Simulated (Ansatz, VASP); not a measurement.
TiC in VASP and in Ansatz

```
Ti C
1.0
     0.00000    2.36069    2.36069
     2.36069    0.00000    2.36069
     2.36069    2.36069    0.00000
Ti C
1 1
Direct
  0.00000 0.00000 0.00000
  0.25000 0.25000 0.25000
```

Alike in both runs: task single point; functional PBE; k mesh 6 × 6 × 6; occupations gaussian, width 0.05 eV; no spin polarisation.

|  | VASP | Ansatz |
| --- | --- | --- |
| version | VASP 6.6.1 | Ansatz 0.2.0 |
| potentials or method | VASP PAW PBE potentials, release 64 (Ti_sv, C), cutoff 600 eV | scalar-relativistic, plane waves, PAW |
| valence electrons in the cell | 16 | 16 |

```tsv
	VASP	Ansatz	Ansatz less VASP
gap on the k mesh at the Fermi level (eV)	0.51	0.51	+0.001
least direct gap on the mesh (eV)	0.51	0.51	+0.001
pressure (GPa)	0.7	0.7	-0.02
```
